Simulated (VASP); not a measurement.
# MgZn4Te: single point with PBE

MgZn4Te:

```
Mg Zn Te
1.0
     3.23809    0.00000    0.00000
    -1.61905    2.80427    0.00000
     0.00000    0.00000   12.24826
Mg Zn Te
1 4 1
Direct
  0.00000 0.00000 0.00000
  0.66667 0.33333 0.87191
  0.66667 0.33333 0.37710
  0.33333 0.66667 0.62290
  0.33333 0.66667 0.12809
  0.00000 0.00000 0.50000
```

- Program: VASP 6.6.1
- Task: single point
- Functional: PBE
- Potentials or basis: VASP PAW PBE potentials, release 64 (Mg, Zn, Te)
- Cutoff: 520 eV
- k mesh: 6 × 6 × 2
- Occupations: gaussian, width 0.1 eV
- Spin: no spin polarisation
- Dipole correction: no
- Further INCAR settings: ALGO = Fast; EDIFF = 1e-07; NBANDS = 37

```
Pressure               : 28.2 GPa
Largest force          : 5.716 eV/Å
Band gap on the k mesh : zero (band 28 reaches 5.72 eV, above the bottom of band 29 at 2.99 eV)
```

Forces in eV/Å, atoms in the order of the input:
```
Mg   0.000  0.000  0.000
Zn   0.000  0.000 -3.104
Zn   0.000  0.000 -5.716
Zn   0.000  0.000  5.716
Zn   0.000  0.000  3.104
Te   0.000  0.000  0.000
```

Stress tensor (GPa, compression positive):
```
28.43  0.00  0.00
 0.00 28.43  0.00
 0.00  0.00 27.68
```

Levels at points of the mesh, in eV from the Fermi level:
```
           k point  band 24  band 25  band 26  band 27  band 28  band 29  band 30  band 31  band 32  band 33
(0.00, 0.00, 0.00)    -5.90    -4.01    -0.57     0.18     1.34     1.34     5.22     6.27     6.27     6.78
(0.50, 0.00, 0.00)    -3.98    -3.37    -2.67    -1.76    -1.25    -1.12     0.44     1.32     2.88     3.70
(0.00, 0.00, 0.50)    -6.20    -2.85    -2.56     1.34     1.34     2.39     3.30     6.27     6.27     6.80
(0.50, 0.00, 0.50)    -4.00    -3.32    -2.44    -1.76    -1.63    -1.38     1.51     1.81     2.08     2.90
```

Wall time 93 s on 1 thread of AMD EPYC 7R43 64-Core Processor (Zen 3), on a shared host, peak memory 0.21 GiB.

Caveat: the k points lie up to 0.37 Å⁻¹ apart; spin-orbit coupling is left out, which moves the levels of the heavy elements; forces of over 1 eV/Å act on the atoms, so gaps and moduli don't describe the material at rest.
